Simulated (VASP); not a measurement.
Wanted: the native input for a VASP 6.6.1 run.

- Task: single point
- Functional: PBE
- Potentials or basis: VASP PAW PBE potentials, release 64 (Pb_d, Te)
- Cutoff: 500 eV
- k mesh: 10 × 10 × 10
- Occupations: gaussian, width 0.03 eV
- Spin: non-collinear spin, zero start, spin-orbit coupling
- Starting moments: [[0.0, 0.0, 0.0], [0.0, 0.0, 0.0]] μB
- Dipole correction: no
- Further INCAR settings: ALGO = Normal; EDIFF = 1e-06; NBANDS = 32

The structure of TePb lies in POSCAR:

```
TePb
1.0
    0.0000000000      3.2310000000      3.2310000000
    3.2310000000      0.0000000000      3.2310000000
    3.2310000000      3.2310000000      0.0000000000
Pb Te
1 1
Direct
    0.0000000000      0.0000000000      0.0000000000
    0.5000000000      0.5000000000      0.5000000000
```

One way to write it, as run:

INCAR

```
PREC = Accurate
ENCUT = 500
EDIFF = 1E-6
ISMEAR = 0
SIGMA = 0.03
LREAL = False
LASPH = True
NELM = 200
ALGO = Normal
ISIF = 2
LWAVE = False
LCHARG = True
MAGMOM = 0 0 0 0 0 0
LORBIT = 11
LSORBIT = True
GGA_COMPAT = False
LORBMOM = True
GGA = PE
LVHAR = True
NBANDS = 32
```

KPOINTS

```
regular mesh
0
Gamma
  10 10 10
```

Potentials or basis: VASP PAW PBE potentials, release 64 (Pb_d, Te).

Launch:

```bash
$ cat potpaw_PBE.64/Pb_d/POTCAR potpaw_PBE.64/Te/POTCAR > POTCAR
$ mpirun -np 1 vasp_ncl > vasp.out
```

It gave:

| Quantity | Value |
| --- | --- |
| Pressure | 2.0 GPa |
| Net moment | 0.00 μB per cell |
| Valence electrons inside the program's atomic spheres | Pb 11.89; Te 3.39 |

Run time: 5.6 min on 1 thread of Oxide Virtual Turin-like Processor, with other jobs on the host, peak memory 0.42 GiB.
